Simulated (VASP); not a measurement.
# Al12HO in VASP: further runs

Runs on Al12HO. Level: PBE. Tasks: single point.

Everything below comes from runs of VASP 6.6.1. Logs are shortened: lines on timing, memory, paths and dates and some standing lists are left out, and cuts for length are marked.

## 1. The cell of the first run

The cell holds a slab with vacuum, 14 atoms: a = 5.714 Å, b = 5.714 Å, c = 22.175 Å, α = 90.00°, β = 90.00°, γ = 90.00°.

## 2. Single point, PBE, collinear spin, ferromagnetic start

Input file INCAR:

```
PREC = Accurate ; ENCUT = 520
EDIFF = 1E-6 ; ISMEAR = 0
SIGMA = 0.1 ; LREAL = F
LASPH = T ; NELM = 150
ALGO = Normal ; ISIF = 2
LWAVE = F ; LCHARG = F
ISPIN = 2 ; MAGMOM = 0 0 0 0 0 0 0 0 0 0 0 0 1 0
LORBIT = 11 ; LDIPOL = T
IDIPOL = 3 ; DIPOL = 0.5 0.5 0.289
GGA = PE ; NBANDS = 38
```

Input file KPOINTS:

```
Automatic mesh
0
Gamma
  5 5 1
```

Input file POSCAR:

```
Al12HO
1.0
    5.7143028096      0.0000000000      0.0000000000
    0.0000000000      5.7143028096      0.0000000000
    0.0000000000      0.0000000000     22.1750227687
Al O H
12 1 1
Direct
    0.2500000000      0.2500000000      0.1803831293
    0.2500000000      0.7500000000      0.1803831293
    0.7500000000      0.2500000000      0.1803831293
    0.7500000000      0.7500000000      0.1803831293
    0.0000000000      0.0000000000      0.2744094920
    0.0000000000      0.5000000000      0.2744094920
    0.5000000000      0.0000000000      0.2744094920
    0.5000000000      0.5000000000      0.2744094920
    0.2500000000      0.2500000000      0.3686590473
    0.2500000000      0.7500000000      0.3686590473
    0.7500000000      0.2500000000      0.3686590473
    0.7500000000      0.7500000000      0.3686590473
    0.5000000000      0.5000000000      0.3560322283
    0.5618716583      0.5618716583      0.3950863214
```

Potentials or basis: VASP PAW PBE potentials, release 64 (Al, O, H).

Run with:

```
cat potpaw_PBE.64/Al/POTCAR potpaw_PBE.64/O/POTCAR potpaw_PBE.64/H/POTCAR > POTCAR
mpirun -np 1 vasp_std > vasp.out
```

OUTCAR:

```text
PREC = Accurate
   ENCUT = 520
   EDIFF = 1E-6
   ISMEAR = 0
   LREAL = F
   LASPH = T
   NELM = 150
   ISIF = 2
   ISPIN = 2
   LORBIT = 11
   GGA = PE

 ion  position               nearest neighbor table
   1  0.250  0.250  0.180-   2 2.86   3 2.86   2 2.86   3 2.86   7 2.90   8 2.90   5 2.90   6 2.90

   2  0.250  0.750  0.180-   1 2.86   4 2.86   1 2.86   4 2.86   7 2.90   8 2.90   5 2.90   6 2.90

   3  0.750  0.250  0.180-   1 2.86   4 2.86   4 2.86   1 2.86   7 2.90   8 2.90   5 2.90   6 2.90

   4  0.750  0.750  0.180-   2 2.86   3 2.86   3 2.86   2 2.86   7 2.90   8 2.90   5 2.90   6 2.90

   5  0.000  0.000  0.274-   6 2.86   7 2.86   6 2.86   7 2.86   1 2.90   2 2.90   3 2.90   4 2.90
                            11 2.91  12 2.91   9 2.91  10 2.91
   6  0.000  0.500  0.274-   5 2.86   8 2.86   5 2.86   8 2.86   1 2.90   2 2.90   3 2.90   4 2.90
                            11 2.91  12 2.91   9 2.91  10 2.91
   7  0.500  0.000  0.274-   5 2.86   8 2.86   8 2.86   5 2.86   1 2.90   2 2.90   3 2.90   4 2.90
                            11 2.91  12 2.91   9 2.91  10 2.91
   8  0.500  0.500  0.274-  13 1.81   7 2.86   6 2.86   7 2.86   6 2.86   2 2.90   3 2.90   4 2.90
                             1 2.90  12 2.91   9 2.91  10 2.91  11 2.91
   9  0.250  0.250  0.369-  13 2.04  11 2.86  10 2.86  10 2.86  11 2.86   6 2.91   7 2.91   8 2.91
                             5 2.91
  10  0.250  0.750  0.369-  13 2.04  12 2.86   9 2.86   9 2.86  12 2.86   6 2.91   7 2.91   8 2.91
                             5 2.91
  11  0.750  0.250  0.369-  13 2.04  12 2.86   9 2.86  12 2.86   9 2.86   6 2.91   7 2.91   8 2.91
                             5 2.91
  12  0.750  0.750  0.369-  14 1.63  13 2.04  10 2.86  11 2.86  11 2.86  10 2.86   7 2.91   8 2.91
                             5 2.91   6 2.91
  13  0.500  0.500  0.356-  14 1.00   8 1.81  10 2.04  11 2.04  12 2.04   9 2.04
  14  0.562  0.562  0.395-  13 1.00  12 1.63

  LATTYP: Found a simple tetragonal cell.
 ALAT       =     5.7143028096
 C/A-ratio  =     3.8806173750

  Lattice vectors:

 A1 = (   5.7143028096,   0.0000000000,   0.0000000000)
 A2 = (   0.0000000000,   5.7143028096,   0.0000000000)
 A3 = (   0.0000000000,   0.0000000000,  22.1750227687)

Analysis of symmetry for initial positions (statically):
=====================================================================
 Subroutine PRICEL returns:
 Original cell was already a primitive cell.

 Routine SETGRP: Setting up the symmetry group for a
 simple tetragonal supercell.

 Subroutine GETGRP returns: Found  2 space group operations
 (whereof  2 operations were pure point group operations)
 out of a pool of 16 trial point group operations.

The static configuration has the point symmetry C_1h.

Analysis of symmetry for dynamics (positions and initial velocities):
=====================================================================
 Subroutine PRICEL returns:
 Original cell was already a primitive cell.

 Routine SETGRP: Setting up the symmetry group for a
 simple tetragonal supercell.

 Subroutine GETGRP returns: Found  2 space group operations
 (whereof  2 operations were pure point group operations)
 out of a pool of 16 trial point group operations.

The dynamic configuration has the point symmetry C_1h.

Analysis of structural, dynamic, and magnetic symmetry:
=====================================================================
 Subroutine PRICEL returns:
 Original cell was already a primitive cell.

 Routine SETGRP: Setting up the symmetry group for a
 simple tetragonal supercell.

 Subroutine GETGRP returns: Found  2 space group operations
 (whereof  2 operations were pure point group operations)
 out of a pool of 16 trial point group operations.

The overall configuration has the point symmetry C_1h.

 Subroutine INISYM returns: Found  2 space group operations
 (whereof  2 operations are pure point group operations),
 and found     1 'primitive' translations

----------------------------------------------------------------------------------------

                                     Primitive cell

  volume of cell :     724.0867

  direct lattice vectors                    reciprocal lattice vectors
     5.714302810  0.000000000  0.000000000     0.174999476  0.000000000  0.000000000
     0.000000000  5.714302810  0.000000000     0.000000000  0.174999476  0.000000000
     0.000000000  0.000000000 22.175022769     0.000000000  0.000000000  0.045095782

  length of vectors
[... 109 lines left out ...]
     AMIX     =   0.40;   BMIX     =  1.00
     AMIX_MAG =   1.60;   BMIX_MAG =  1.00
  volume/ion in A,a.u.               =      51.72       349.03
  Fermi-wavevector in a.u.,A,eV,Ry     =   0.638706  1.206979  5.550428  0.407945
  Thomas-Fermi vector in A             =   1.704136
   LORBIT       =     11    0 simple, 1 ext, 2 COOP (PROOUT), +10 PAW based schemes
   GGA     = PE    functional components
   LHFCALC =     F    Hartree Fock is set to
   AEXX    =    0.0000 exact exchange contribution
   IVDW    =     0    specifies the selected vdW correction
   LEPSILON=     F    determine dielectric tensor
   LRPA    =     F    only Hartree local field effects (RPA)
 spin polarized calculation
 Gauss-broadening in eV      SIGMA  =   0.10
  energy-cutoff  :      520.00
  volume of cell :      724.09
 maximum number of plane-waves:     19529
   NGX = 21   NGY = 21   NGZ = 83

 dipolmoment           0.000000      0.000000     -0.003824 electrons x Angstroem

 number of electron      42.9999993 magnetization       0.0000235

 number of electron      42.9999993 magnetization      -0.0000104

 dipolmoment           0.000000      0.000000      0.035546 electrons x Angstroem

 Free energy of the ion-electron system (eV)
  ---------------------------------------------------
  ext. energy  EPLUGINS =         0.00000000
  ---------------------------------------------------
  free energy    TOTEN  =       -48.01518698 eV

  energy without entropy =      -47.97610159  energy(sigma->0) =      -47.99564428

 E-fermi :  -0.8389     XC(G=0):  -3.8031

 val. band max:       -0.8637683168   @ k =   0.4000   0.0000   0.0000
 cond. band min:      -0.7633773682   @ k =  -0.2000   0.2000   0.0000
 fundamental gap:      0.1003909486
 Fermi energy:        -0.8389261098

 spin component 1

 k-point     1 :       0.0000    0.0000    0.0000
  band No.  band energies     occupation
      1     -25.5811      1.00000
      2     -13.6754      1.00000
      3     -10.9169      1.00000
      4     -10.8544      1.00000
      5     -10.3673      1.00000
      6      -8.5384      1.00000
[... 313 lines left out ...]
     32       2.2292      0.00000
     33       2.5943      0.00000
 Fermi energy:        -0.8389261098

 spin component 2

 k-point     1 :       0.0000    0.0000    0.0000
  band No.  band energies     occupation
      1     -25.5811      1.00000
      2     -13.6754      1.00000
      3     -10.9169      1.00000
      4     -10.8544      1.00000
      5     -10.3673      1.00000
      6      -8.5384      1.00000
[... 313 lines left out ...]
     32       2.2292      0.00000
     33       2.5943      0.00000
 [bands above 33 left out]

------------------------ aborting loop because EDIFF is reached ----------------------------------------

 vacuum level on the upper side and lower side of the slab       (xc-potential included)         0.098        -0.095

  FORCE on cell =-STRESS in cart. coord.  units (eV):
  Direction    XX          YY          ZZ          XY          YZ          ZX
  --------------------------------------------------------------------------------------
  -------------------------------------------------------------------------------------
  Total        5.0436580      5.0436580      6.5496067      1.7192436      0.5689155      0.5689150
  in kB       11.1600370     11.1600370     14.4922304      3.8041482      1.2588320      1.2588308
  external PRESSURE =      12.2707681 kB  Pullay stress =       0.0000000 kB

 VOLUME and BASIS-vectors are now :
 -----------------------------------------------------------------------------
  energy-cutoff  :      520.00
  volume of cell :      724.09
      direct lattice vectors                 reciprocal lattice vectors
     5.714302810  0.000000000  0.000000000     0.174999476  0.000000000  0.000000000
     0.000000000  5.714302810  0.000000000     0.000000000  0.174999476  0.000000000
     0.000000000  0.000000000 22.175022769     0.000000000  0.000000000  0.045095782

 POSITION                                       TOTAL-FORCE (eV/Angst)
 -----------------------------------------------------------------------------------
      1.42858      1.42858      4.00000        -0.047328     -0.047328      0.036043
      1.42858      4.28573      4.00000        -0.029142      0.035658      0.126910
      4.28573      1.42858      4.00000         0.035658     -0.029142      0.126910
      4.28573      4.28573      4.00000         0.020756      0.020756      0.104491
      0.00000      0.00000      6.08504        -0.010001     -0.010001     -0.185253
      0.00000      2.85715      6.08504         0.024614     -0.030739      0.085479
      2.85715      0.00000      6.08504        -0.030739      0.024614      0.085479
      2.85715      2.85715      6.08504         0.079215      0.079215     -2.796594
      1.42858      1.42858      8.17502        -1.322412     -1.322412      0.111733
      1.42858      4.28573      8.17502        -1.671248      1.633018      0.091671
      4.28573      1.42858      8.17502         1.633018     -1.671248      0.091671
      4.28573      4.28573      8.17502         3.295977      3.295977     -0.500038
      2.85715      2.85715      7.89502        -2.053503     -2.053503     -0.973548
      3.21070      3.21070      8.76105         0.075134      0.075134      3.595047
 -----------------------------------------------------------------------------------
    total drift:                                0.000070      0.000070     -0.000258

  FREE ENERGIE OF THE ION-ELECTRON SYSTEM (eV)
  ---------------------------------------------------
  free  energy   TOTEN  =       -48.0151869792 eV

  energy  without entropy=      -47.9761015877  energy(sigma->0) =      -47.99564428

 vacuum level on the upper side and lower side of the slab         3.782         3.585

 total charge

# of ion       s       p       d       tot
------------------------------------------
    1        0.474   0.286   0.000   0.760
    2        0.475   0.282   0.000   0.758
    3        0.475   0.282   0.000   0.758
    4        0.476   0.284   0.000   0.760
    5        0.438   0.325   0.000   0.763
    6        0.419   0.350   0.000   0.769
    7        0.419   0.350   0.000   0.769
    8        0.406   0.355   0.000   0.760
    9        0.483   0.278   0.000   0.761
   10        0.487   0.279   0.000   0.766
   11        0.487   0.279   0.000   0.766
   12        0.488   0.314   0.000   0.802
   13        1.624   3.659   0.000   5.282
   14        0.592   0.148   0.000   0.740
--------------------------------------------------
tot          7.741   7.472   0.000  15.213

 magnetization (x)

# of ion       s       p       d       tot
------------------------------------------
    1        0.000   0.000   0.000   0.000
    2       -0.000   0.000   0.000  -0.000
    3       -0.000   0.000   0.000  -0.000
    4        0.000   0.000   0.000   0.000
    5       -0.000  -0.000   0.000  -0.000
    6        0.000   0.000   0.000   0.000
    7        0.000   0.000   0.000   0.000
    8       -0.000   0.000   0.000   0.000
    9        0.000   0.000   0.000   0.000
   10        0.000   0.000   0.000   0.000
   11        0.000   0.000   0.000   0.000
   12        0.000   0.000   0.000   0.000
   13        0.000  -0.000   0.000  -0.000
   14        0.000  -0.000   0.000  -0.000
--------------------------------------------------
tot          0.000   0.000   0.000   0.000
```

Wall time 19 min (1 thread of Oxide Virtual Turin-like, shared host); peak memory 1 GiB.

Results:

```yaml
Free_energy: -48.0152 eV
Largest_force: 4.688 eV/Å
Net_moment: 0.00 μB per cell
Valence_electrons_inside_the_program's_atomic_spheres: Al 0.76, 0.77, 0.80 (each value once); O 5.28; H 0.74
```

Forces on the atoms (eV/Å):
```
Al  -0.047 -0.047  0.036
Al  -0.029  0.036  0.127
Al   0.036 -0.029  0.127
Al   0.021  0.021  0.104
Al  -0.010 -0.010 -0.185
Al   0.025 -0.031  0.085
Al  -0.031  0.025  0.085
Al   0.079  0.079 -2.797
Al  -1.322 -1.322  0.112
Al  -1.671  1.633  0.092
Al   1.633 -1.671  0.092
Al   3.296  3.296 -0.500
O   -2.054 -2.054 -0.974
H    0.075  0.075  3.595
```

## 3. Single point, PBE, collinear spin, ferromagnetic start

Input file INCAR:

```
SYSTEM = Al12HO
ALGO = Fast ; DIPOL = 0.5 0.5 0.288
EDIFF = 1E-7 ; ENCUT = 520
GGA = PE ; IDIPOL = 3
ISIF = 2 ; ISMEAR = 0
ISPIN = 2 ; LASPH = .TRUE.
LCHARG = .FALSE. ; LDIPOL = .TRUE.
LORBIT = 11 ; LREAL = .FALSE.
LWAVE = .FALSE. ; MAGMOM = 0 0 0 0 0 0 0 0 0 0 0 0 1 0
NBANDS = 38 ; NELM = 150
PREC = Accurate ; SIGMA = 0.1
```

Input file KPOINTS:

```
k-points
0
G
  5 5 1
  0 0 0
```

POSCAR: that of step 2 with these lines changed.

```diff
@@ -21,2 +21,2 @@
     0.5000000000      0.5000000000      0.3560322283
-    0.5618716583      0.5618716583      0.3950863214
+    0.5874997382      0.5874997382      0.3879197618
```

Potentials or basis: VASP PAW PBE potentials, release 64 (Al, O, H).

Run with:

```
cat potpaw_PBE.64/Al/POTCAR potpaw_PBE.64/O/POTCAR potpaw_PBE.64/H/POTCAR > POTCAR
mpirun -np 1 vasp_std > vasp.out
```

It took 37 min on 1 thread of Oxide Virtual Turin-like, shared host; peak memory 1 GiB.

The run converged. Its results:

```yaml
Free_energy: -47.1127 eV
Largest_force: 8.868 eV/Å
Net_moment: 0.00 μB per cell
Valence_electrons_inside_the_program's_atomic_spheres: Al 0.76, 0.77, 0.86 (each value once); O 5.27; H 0.81
```

Forces in eV/Å, atoms in the order of the input:
```
Al  -0.038 -0.038  0.018
Al  -0.031  0.026  0.133
Al   0.026 -0.031  0.133
Al   0.024  0.024  0.097
Al  -0.031 -0.031 -0.183
Al   0.024 -0.023  0.089
Al  -0.023  0.024  0.089
Al   0.039  0.039 -2.662
Al  -1.209 -1.209  0.159
Al  -1.557  1.487  0.110
Al   1.487 -1.557  0.110
Al   6.145  6.145 -1.767
O   -3.083 -3.083 -1.794
H   -1.773 -1.773  5.466
```

Levels at points of the mesh, in eV from the Fermi level:
Spin up:
| k point | band 18 | band 19 | band 20 | band 21 | band 22 | band 23 | band 24 | band 25 | band 26 | band 27 |
| --- | --- | --- | --- | --- | --- | --- | --- | --- | --- | --- |
| (0.00, 0.00, 0.00) | -1.58 | -1.06 | -0.89 | -0.81 | -0.15 | 0.15 | 0.48 | 0.89 | 1.02 | 1.05 |
Spin down:
| k point | band 20 | band 21 | band 22 | band 23 | band 24 | band 25 |
| --- | --- | --- | --- | --- | --- | --- |
| (0.00, 0.00, 0.00) | -0.89 | -0.81 | -0.15 | 0.15 | 0.48 | 0.89 |
